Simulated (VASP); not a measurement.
A run of VASP 6.6.1:

Contents of INCAR:

```
ALGO = Normal
EDIFF = 1E-7
ENCUT = 520
GGA = PE
ISIF = 2
ISMEAR = -1
ISPIN = 2
LASPH = True
LCHARG = False
LMAXMIX = 4
LORBIT = 11
LREAL = False
LWAVE = False
MAGMOM = 1.7 1.7
NBANDS = 20
NELM = 150
PREC = Accurate
SIGMA = 0.08
```

KPOINTS

```
k-points
0
Gamma
  16 16 16
```

POSCAR

```
Co
1.0
    0.0000000000      2.0035540329      2.0035540329
    2.0035540329      0.0000000000      2.0035540329
    2.0035540329      2.0035540329      0.0000000000
Co
2
Direct
   -0.1250000000     -0.1250000000     -0.1250000000
    0.1250000000      0.1250000000      0.1250000000
```

Potentials or basis: VASP PAW PBE potentials, release 64 (Co).

Command:

```bash
$ cat potpaw_PBE.64/Co/POTCAR > POTCAR
$ mpirun -np 1 vasp_std > vasp.out
```

Hardware: 1 thread of AMD EPYC 9R45 96-Core Processor (Zen 5), on a shared host.

Task: How long does it take, and how much memory?

Result: Wall time 64 s on 1 thread of AMD EPYC 9R45 96-Core Processor (Zen 5) (shared host), peak memory 0.16 GiB. Counts: scf iterations 17, k points 145.
